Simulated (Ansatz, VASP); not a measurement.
## Two plane-wave programs on BP

```xyz
2
Lattice="0.0000 2.2690 2.2690 2.2690 0.0000 2.2690 2.2690 2.2690 0.0000" Properties=species:S:1:pos:R:3 pbc="T T T"
B     0.0000    0.0000    0.0000
P     1.1345    1.1345    1.1345
```

Alike in both runs: task single point; functional LDA; k mesh 6 × 6 × 6; occupations gaussian, width 0.1 eV; no spin polarisation.

|  | VASP | Ansatz |
| --- | --- | --- |
| version | VASP 6.6.1 | Ansatz 0.2.0 |
| potentials or method | VASP PAW LDA potentials, release 64 (B, P), cutoff 500 eV | scalar-relativistic, plane waves, PAW |
| valence electrons in the cell | 8 | 8 |

Ansatz gave:

```
gap on the k mesh at the Fermi level (eV) : 1.30
least direct gap on the mesh (eV)         : 3.37
pressure (GPa)                            : -5.1
```

Question: Estimate VASP's values.

Answer: gap on the k mesh at the Fermi level (eV): 1.30; least direct gap on the mesh (eV): 3.38; pressure (GPa): -5.2.

LDA's correlation is that of Perdew and Zunger in VASP and of Perdew and Wang (1992) in Ansatz.
